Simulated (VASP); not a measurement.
Runs of VASP 6.6.1 on GaH3. The structure is that of space group P6/mmm (No. 191), or close to it. The cells are those of the table. 

```tsv
task	cell	k mesh	cutoff (eV)	gap on the mesh (eV)	pressure (GPa)	largest force (eV/Å)
relaxation of cell and atoms	relaxed from a = 6.754, b = 6.754, c = 3.498 Å, angles 90.0, 90.0, 120.0°, 12 atoms	6 × 6 × 10	600	none	-0.1	-
relaxation of cell and atoms	relaxed from a = 6.820, b = 6.820, c = 3.500 Å, angles 90.0, 90.0, 120.0°, 12 atoms	3 × 3 × 6	600	none	0.0	0.01
single point	a = 6.755, b = 6.755, c = 3.497 Å, angles 90.0, 90.0, 120.0°, 12 atoms	6 × 6 × 10	520	none	-0.1	-
single point	a = 6.820, b = 6.820, c = 3.500 Å, angles 90.0, 90.0, 120.0°, 12 atoms	3 × 3 × 6	520	none	4.1	(a)
single point	a = 6.754, b = 6.754, c = 3.498 Å, angles 90.0, 90.0, 120.0°, 12 atoms	3 × 3 × 6	520	none	0.0	0.01
```

Alike in all rows: level PBE; potentials or basis VASP PAW PBE potentials, release 64 (Ga_d, H); no spin polarisation; smearing gaussian 0.1 eV.

Question: Fill in the values left out.

Answer: (a) 1.15.

Caveats: the relaxation stopped at its first step, so nothing moved (some runs); forces of over 1 eV/Å act on the atoms, so gaps and moduli don't describe the material at rest (some runs).

A k mesh can miss the band edges, and the runs leave out spin-orbit coupling on Ga.

A gap of «none» marks levels without a gap at the run's occupations.
